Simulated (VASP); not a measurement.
## NaCa2H2: single point with PBE

NaCa2H2:

```
CELL_PARAMETERS angstrom
4.31475 0.00000 0.00000
0.00000 4.31475 0.00000
0.00000 0.00000 6.36883
ATOMIC_POSITIONS crystal
Na 0.00000 0.00000 0.00000
Ca 0.00000 0.50000 0.00000
Ca 0.50000 0.00000 0.00000
H 0.00000 0.00000 0.14854
H 0.00000 0.00000 0.85146
```

The cell was generated, and may not be a known phase.

- Program: VASP 6.6.1
- Task: single point
- Functional: PBE
- Potentials or basis: VASP PAW PBE potentials, release 64 (Na_sv, Ca_sv, H)
- Cutoff: 1130 eV
- k mesh: 4 × 4 × 4
- Occupations: gaussian, width 0.1 eV
- Spin: no spin polarisation

The pressure is 42.5 GPa. The largest force is 27.967 eV/Å. The band gap on the k mesh is zero (an odd number of electrons rules out a gap without spin polarisation).

Forces in eV/Å, atoms in the order of the input:
```
Na    0.000   0.000   0.000
Ca    0.000   0.000   0.000
Ca    0.000   0.000   0.000
H     0.000   0.000  27.967
H     0.000   0.000 -27.967
```

Stress tensor (GPa, compression positive):
```
28.08  0.00  0.00
 0.00 28.08  0.00
 0.00  0.00 71.25
```

Levels at points of the mesh, in eV from the Fermi level:
```csv
k point,band 13,band 14,band 15,band 16,band 17,band 18,band 19,band 20
"(0.00, 0.00, 0.00)",-5.84,-2.21,-1.59,-0.85,0.26,0.42,0.42,3.22
"(0.50, 0.00, 0.00)",-4.99,-2.63,-1.26,0.68,0.99,1.09,1.24,1.64
"(0.50, 0.50, 0.00)",-4.27,-3.13,-0.75,-0.75,0.28,0.85,1.95,1.95
"(0.00, 0.00, 0.50)",-5.75,-2.63,-1.54,-0.84,0.38,0.38,0.90,2.47
"(0.50, 0.00, 0.50)",-4.91,-2.82,-1.05,0.20,0.99,1.06,1.25,2.03
"(0.50, 0.50, 0.50)",-4.19,-3.23,-0.69,-0.69,0.12,1.05,2.34,2.34
```

Run time: 3 min on 1 thread of Intel(R) Xeon(R) Platinum 8259CL CPU @ 2.50GHz (Skylake/Cascade Lake), with other jobs on the host, peak memory 0.49 GiB.

Caveat: the k points lie up to 0.36 Å⁻¹ apart, too coarse for converged energies and pressures of a metal; atoms lie so close that the PAW spheres overlap strongly, which falsifies energies and pressures; forces of over 1 eV/Å act on the atoms, so gaps and moduli don't describe the material at rest.
